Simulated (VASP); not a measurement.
Here is a VASP 6.6.1 calculation.

Contents of INCAR:

```
PREC = Accurate
ENCUT = 520
EDIFF = 1E-7
ISMEAR = 0
SIGMA = 0.05
LREAL = Auto
LASPH = True
NELM = 80
ALGO = Normal
ISIF = 2
LWAVE = False
LCHARG = False
LDIPOL = True
IDIPOL = 3
DIPOL = 0.5 0.5 0.354
GGA = PS
NBANDS = 45
```

Contents of KPOINTS:

```
Automatic mesh
0
Gamma
  4 8 1
```

POSCAR

```
Si3H2C4
1.0
    6.1612406585      0.0000000000      0.0000000000
    0.0000000000      3.0806203293      0.0000000000
    0.0000000000      0.0000000000     20.0373883794
C Si H
8 6 4
Direct
    0.5000000000      0.5000000000      0.2321862369
    0.0000000000      0.5000000000      0.2321862369
    0.7500000000      0.0000000000      0.3408993827
    0.2500000000      0.0000000000      0.3408993827
   -0.0053511673      0.5000000000      0.4646482768
    0.5031801340      0.5000000000      0.4473158654
    0.3867656189      0.0000000000      0.5537325474
    0.6069048491      0.0000000000      0.5676066110
    0.2500000000      0.5000000000      0.2865428098
    0.7500000000      0.5000000000      0.2865428098
    0.5012376552      0.0000000000      0.3948142382
   -0.0030402060      0.0000000000      0.4024571261
    0.7167721402      0.5000000000      0.5166039487
    0.2725152755      0.5000000000      0.5094606740
    0.5000000000      0.2248963861      0.1983620084
    0.5000000000      0.7751036139      0.1983620084
    0.0000000000      0.7747262802      0.1982371399
    0.0000000000      0.2252737198      0.1982371399
```

Potentials or basis: VASP PAW PBE potentials, release 64 (C, Si, H).

Launch:

```bash
$ cat potpaw_PBE.64/C/POTCAR potpaw_PBE.64/Si/POTCAR potpaw_PBE.64/H/POTCAR > POTCAR
$ mpirun -np 1 vasp_std > vasp.out
```

Task: Predict the band gap on the k mesh.

Result: Zero (bands 30 and 31 overlap by 0.81 eV).

Task: Predict the largest force.

Result: 2.462 eV/Å.

Forces on the atoms (eV/Å):
```
C    0.003  0.000  0.740
C   -0.002  0.000  0.572
C    0.625  0.000  0.598
C   -0.629  0.000  0.886
C    0.004  0.000  0.010
C   -0.001  0.000 -0.014
C   -0.076  0.000  0.483
C    0.074  0.000 -2.461
Si  -0.409  0.000 -0.348
Si   0.407  0.000 -0.378
Si   0.001  0.000  0.000
Si  -0.001  0.000 -0.006
Si   0.016  0.000  0.009
Si  -0.014  0.000  0.002
H    0.000 -0.029 -0.027
H    0.000  0.029 -0.027
H    0.001  0.026 -0.019
H    0.001 -0.026 -0.019
```

Caveat: the PAW data sets were made with another functional, which shifts forces and pressure a little.
